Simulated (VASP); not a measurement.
Runs of VASP 6.6.1 on MgO. The structure is that of space group P6_3mc (No. 186), or close to it. The cells are those of the table. 

```tsv
cell	gap on the mesh (eV)	pressure (GPa)	largest force (eV/Å)
a = 3.353, b = 3.353, c = 4.849 Å, angles 90.0, 90.0, 120.0°, 4 atoms	3.31	-4.5	0.42
a = 3.401, b = 3.401, c = 4.713 Å, angles 90.0, 90.0, 120.0°, 4 atoms	3.26	(b)	1.02
a = 3.254, b = 3.254, c = 5.148 Å, angles 90.0, 90.0, 120.0°, 4 atoms	3.45	(a)	0.44
a = 3.204, b = 3.204, c = 5.310 Å, angles 90.0, 90.0, 120.0°, 4 atoms	(c)	-1.6	0.71
```

Alike in all rows: task single point; level LDA; potentials or basis VASP PAW LDA potentials, release 64 (Mg_sv, O); no spin polarisation; k mesh 9 × 9 × 6; cutoff (eV) 750; smearing gaussian 0.05 eV.

Problem. Fill in the values left out.

Solution. (a) -3.2; (b) -4.1; (c) 3.53.

Caveats: an odd mesh through Γ misses points on the zone boundary, where band edges can lie; the cell stands under tension (at least some runs); forces of over 1 eV/Å act on the atoms, so gaps and moduli don't describe the material at rest (at least some runs).
